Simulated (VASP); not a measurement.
# F (C2/c) in VASP: notebook, part 2 of 2

VASP 6.6.1. The steps go on from the part before.

## (3) Single point, PBE+D3(BJ) (17.77 Å³/atom)

Input file INCAR:

```
SYSTEM = F
ALGO = Normal
EDIFF = 1E-7
ENCUT = 520
GGA = PE
ISIF = 2
ISMEAR = 0
IVDW = 12
LASPH = .TRUE.
LCHARG = .FALSE.
LREAL = .FALSE.
LWAVE = .FALSE.
NBANDS = 22
NELM = 100
PREC = Accurate
SIGMA = 0.05
```

Input file KPOINTS:

```
k-points
0
G
  8 8 4
  0 0 0
```

Input file POSCAR:

```
F
1.0
    2.9231372081     -1.7849274130      0.3084872468
    2.9231372081      1.7849274130      0.3084872468
   -0.8380596229      0.0000000000      6.7227506733
F
4
Direct
    0.9138648456      0.5855481450      0.0939279973
    0.4144518550      0.0861351544      0.4060720027
    0.0861351544      0.4144518550      0.9060720027
    0.5855481450      0.9138648456      0.5939279973
```

Potentials or basis: VASP PAW PBE potentials, release 64 (F).

Command:

```console
cat potpaw_PBE.64/F/POTCAR > POTCAR
mpirun -np 1 vasp_std > vasp.out
```

OUTCAR:

```text
SYSTEM = F
   EDIFF = 1E-7
   ENCUT = 520
   GGA = PE
   ISIF = 2
   ISMEAR = 0
   IVDW = 12
   LASPH = .TRUE.
   LREAL = .FALSE.
   NELM = 100
   PREC = Accurate
 IVDW          = 12

 ion  position               nearest neighbor table
   1  0.914  0.586  0.094-   3 1.41
   2  0.414  0.086  0.406-   4 1.41
   3  0.086  0.414  0.906-   1 1.41
   4  0.586  0.914  0.594-   2 1.41

  LATTYP: Found a base centered monoclinic cell.
 ALAT       =     5.8787398374
 B/A-ratio  =     0.6072483091
 C/A-ratio  =     1.1524214089
 COS(beta)  =    -0.0188755624

  Lattice vectors:

 A1 = (   2.9231372081,  -1.7849274130,   0.3084872468)
 A2 = (   2.9231372081,   1.7849274130,   0.3084872468)
 A3 = (  -0.8380596229,   0.0000000000,   6.7227506733)

Analysis of symmetry for initial positions (statically):
=====================================================================
 Subroutine PRICEL returns:
 Original cell was already a primitive cell.

 Routine SETGRP: Setting up the symmetry group for a
 base centered monoclinic supercell.

 Subroutine GETGRP returns: Found  4 space group operations
 (whereof  2 operations were pure point group operations)
 out of a pool of  4 trial point group operations.

The static configuration has the point symmetry S_2 .
 The point group associated with its full space group is C_2h.

Analysis of symmetry for dynamics (positions and initial velocities):
=====================================================================
 Subroutine PRICEL returns:
 Original cell was already a primitive cell.

 Routine SETGRP: Setting up the symmetry group for a
 base centered monoclinic supercell.

 Subroutine GETGRP returns: Found  4 space group operations
 (whereof  2 operations were pure point group operations)
[... 122 lines left out ...]
   ISMEAR =     0;   SIGMA  =   0.05  broadening in eV -4-tet -1-fermi 0-gaus
   EFERMI_NEDOS =   21; number of points for ismear=-14 and -15
   IALGO  =     38    algorithm
   IMIX   =      4    mixing-type and parameters
     AMIX     =   0.40;   BMIX     =  1.00
     AMIX_MAG =   1.60;   BMIX_MAG =  1.00
  volume/ion in A,a.u.               =      17.77       119.91
  Fermi-wavevector in a.u.,A,eV,Ry     =   1.200107  2.267873 19.595873  1.440256
  Thomas-Fermi vector in A             =   2.335951
   LORBIT       =      0    0 simple, 1 ext, 2 COOP (PROOUT), +10 PAW based schemes
   GGA     = PE    functional components
   LHFCALC =     F    Hartree Fock is set to
   AEXX    =    0.0000 exact exchange contribution
   IVDW    =    12    specifies the selected vdW correction
   LEPSILON=     F    determine dielectric tensor
   LRPA    =     F    only Hartree local field effects (RPA)
 non-spin polarized calculation
 Gauss-broadening in eV      SIGMA  =   0.05
  energy-cutoff  :      520.00
  volume of cell :       71.08
 maximum number of plane-waves:      1942
 NGX is ok and might be reduce to    28
   NGX = 13   NGY = 13   NGZ = 25

 number of electron      28.0000002 magnetization

 Free energy of the ion-electron system (eV)
  ---------------------------------------------------
  ext. energy  EPLUGINS =         0.00000000
  ---------------------------------------------------
  free energy    TOTEN  =        -7.31361335 eV

  energy without entropy =       -7.31361335  energy(sigma->0) =       -7.31361335

 E-fermi :  -5.4252     XC(G=0):  -7.1684

 val. band max:       -5.6649418951   @ k =   0.0000   0.0000   0.0000
 cond. band min:      -2.6398770083   @ k =   0.0000   0.0000   0.0000
 fundamental gap:      3.0250648867
 Fermi energy:        -5.4252076658

 k-point     1 :       0.0000    0.0000    0.0000
  band No.  band energies     occupation
      1     -30.5175      2.00000
      2     -30.4170      2.00000
      3     -24.2425      2.00000
      4     -23.9587      2.00000
      5     -12.1096      2.00000
      6     -11.4905      2.00000
[... 589 lines left out ...]
     21      11.7759      0.00000
     22      12.4130      0.00000

 [... further k-points ...]

------------------------ aborting loop because EDIFF is reached ----------------------------------------

 Edisp (eV)   -0.10260

 E8    (eV) :    -0.0220

  FORCE on cell =-STRESS in cart. coord.  units (eV):
  Direction    XX          YY          ZZ          XY          YZ          ZX
  --------------------------------------------------------------------------------------
  -------------------------------------------------------------------------------------
  Total      -0.25569     0.07056     1.05008     0.00000     0.00000    -0.16633
  in kB      -5.76379     1.59060    23.67066     0.00000     0.00000    -3.74932
  external pressure =        6.50 kB  Pullay stress =        0.00 kB

 VOLUME and BASIS-vectors are now :
 -----------------------------------------------------------------------------
  energy-cutoff  :      520.00
  volume of cell :       71.08
      direct lattice vectors                 reciprocal lattice vectors
     2.923137208 -1.784927413  0.308487247     0.168828043 -0.280123436  0.021046142
     2.923137208  1.784927413  0.308487247     0.168828043  0.280123436  0.021046142
    -0.838059623  0.000000000  6.722750673    -0.015494044  0.000000000  0.146817146

 POSITION                                       TOTAL-FORCE (eV/Angst)
 -----------------------------------------------------------------------------------
      4.30427     -0.58602      1.09400        -0.061438      0.242930      0.494554
      1.12297     -0.58602      2.88435         0.061438      0.242930     -0.494554
      0.70394      0.58602      6.24572         0.061438     -0.242930     -0.494554
      3.88524      0.58602      4.45538        -0.061438     -0.242930      0.494554
 -----------------------------------------------------------------------------------
    total drift:                               -0.000000     -0.000000      0.000000

  FREE ENERGIE OF THE ION-ELECTRON SYSTEM (eV)
  ---------------------------------------------------
  free  energy   TOTEN  =        -7.4162143171 eV

  energy  without entropy=       -7.4162143171  energy(sigma->0) =       -7.41621432
```

stdout:

```text
POSCAR found type information on POSCAR F
 POSCAR found :  1 types and       4 ions
 scaLAPACK will be used
 LDA part: xc-table for (Slater+PW92), standard interpolation
 POSCAR, INCAR and KPOINTS ok, starting setup
 FFT: planning ... GRIDC
 FFT: planning ... GRID_SOFT
 FFT: planning ... GRID
 WAVECAR not read
 entering main loop
```

Run time: 3 min. Hardware: 1 thread of AMD EPYC 7R13, shared host; peak memory 0.21 GiB.

Results:

```
Free energy                : -7.4162 eV
Pressure                   : 0.6 GPa
Largest force              : 0.554 eV/Å
Band gap on the k mesh     : 3.02 eV
Dispersion energy per atom : -0.026 eV
```

Forces on the atoms (eV/Å):
```
F   -0.061  0.243  0.495
F    0.061  0.243 -0.495
F    0.061 -0.243 -0.495
F   -0.061 -0.243  0.495
```

Stress tensor (GPa, compression positive):
```
-0.58  0.00 -0.37
 0.00  0.16  0.00
-0.37  0.00  2.37
```

## (4) Single point, PBE+D3(BJ) (17.77 Å³/atom)

Input file INCAR:

```
SYSTEM = F
  PREC = Accurate
  ENCUT = 520
  EDIFF = 1E-6
  ISMEAR = 0
  SIGMA = 0.05
  LREAL = .False.
  LASPH = .True.
  NELM = 80
  ALGO = Normal
  ISIF = 2
  LWAVE = .False.
  LCHARG = .False.
  GGA = PE
  IVDW = 12
  NBANDS = 22
```

Input file KPOINTS:

```
Automatic mesh
0
Gamma
  8 8 4
  0 0 0
```

Input file POSCAR:

```
F
1.0
    2.7709906209     -1.8332750676      0.2924307711
    2.7709906209      1.8332750676      0.2924307711
   -0.8506960077      0.0000000000      6.9059093460
F
4
Direct
    0.9138648456      0.5855481450      0.0939279973
    0.4144518550      0.0861351544      0.4060720027
    0.0861351544      0.4144518550      0.9060720027
    0.5855481450      0.9138648456      0.5939279973
```

Command:

```console
cat potpaw_PBE.64/F/POTCAR > POTCAR
mpirun -np 1 vasp_std > vasp.out
```

Wall time 3 min (1 thread of AMD EPYC 7R13, shared host); peak memory 0.21 GiB.

The run converged. Its results:

```yaml
Free_energy: -7.4059 eV
Pressure: -2.2 GPa
Largest_force: 0.712 eV/Å
Band_gap_on_the_k_mesh: 2.61 eV
Dispersion_energy_per_atom: -0.026 eV
```

Forces in eV/Å, atoms in the order of the input:
```
F    0.082 -0.315 -0.634
F   -0.082 -0.315  0.634
F   -0.082  0.315  0.634
F    0.082  0.315 -0.634
```

Stress tensor (GPa, compression positive):
```
-0.52  0.00  0.52
 0.00 -1.51  0.00
 0.52  0.00 -4.51
```

Levels at points of the mesh, in eV from the valence-band top:
| k point | band 12 | band 13 | band 14 | band 15 | band 16 | band 17 |
| --- | --- | --- | --- | --- | --- | --- |
| (0.00, 0.00, 0.00) | -0.06 | -0.02 | 0.00 | 2.61 | 3.30 | 9.06 |
| (0.50, 0.00, 0.00) | -0.25 | -0.06 | -0.05 | 3.03 | 3.04 | 13.11 |
| (0.50, 0.50, 0.00) | -0.37 | -0.08 | -0.06 | 2.82 | 3.24 | 13.42 |
| (0.00, 0.00, 0.50) | -0.19 | -0.01 | -0.01 | 2.94 | 2.94 | 9.92 |
| (0.50, 0.00, 0.50) | -0.22 | -0.04 | -0.03 | 3.01 | 3.01 | 13.65 |
| (0.50, 0.50, 0.50) | -0.26 | -0.23 | -0.23 | 3.03 | 3.03 | 13.92 |

A k mesh can miss the band edges.

## (5) Overview

```tsv
cell	gap on the mesh (eV)	pressure (GPa)	largest force (eV/Å)
a = 3.386, b = 3.386, c = 6.866 Å, angles 90.9, 90.9, 64.6°, 4 atoms	2.81	-0.8	0.11
a = 3.439, b = 3.439, c = 6.775 Å, angles 90.9, 90.9, 62.5°, 4 atoms	3.02	0.6	0.55
a = 3.335, b = 3.335, c = 6.958 Å, angles 90.8, 90.8, 66.7°, 4 atoms	2.61	-2.2	0.71
```

Alike in all rows: task single point; level PBE+D3(BJ); potentials or basis VASP PAW PBE potentials, release 64 (F); no spin polarisation; k mesh 8 × 8 × 4; cutoff (eV) 520; smearing gaussian 0.05 eV.

Absolute energies hang on the potentials; compare differences alone.
